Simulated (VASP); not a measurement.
Input of a VASP 6.6.1 run:

The input INCAR:

```
ALGO = Normal ; EDIFF = 1E-7
ENCUT = 520 ; GGA = PE
ISIF = 2 ; ISMEAR = 0
LASPH = T ; LCHARG = F
LREAL = F ; LWAVE = F
NBANDS = 16 ; NELM = 80
PREC = Accurate ; SIGMA = 0.15
```

The input KPOINTS:

```
k-points
0
Gamma
  16 16 16
```

The input POSCAR:

```
CoSi2
1.0
    0.0000000000      2.6799390578      2.6799390578
    2.6799390578      0.0000000000      2.6799390578
    2.6799390578      2.6799390578      0.0000000000
Co Si
1 2
Direct
    0.0000000000      0.0000000000      0.0000000000
    0.2779857110      0.2220142890      0.2779857110
    0.7779857110      0.7220142890      0.7779857110
```

Potentials or basis: VASP PAW PBE potentials, release 64 (Co, Si).

The run is started by

```bash
$ cat potpaw_PBE.64/Co/POTCAR potpaw_PBE.64/Si/POTCAR > POTCAR
$ mpirun -np 1 vasp_std > vasp.out
```

(1) Estimate the pressure.

(2) Estimate the largest force.

Results:

(1) 1.7 GPa.

(2) 1.744 eV/Å.

Caveat: the cell differs from its parent crystal (all Si atoms moved +0.150 Å, as atom 2 along Cartesian [0 1 0]); forces of over 1 eV/Å act on the atoms, so gaps and moduli don't describe the material at rest.
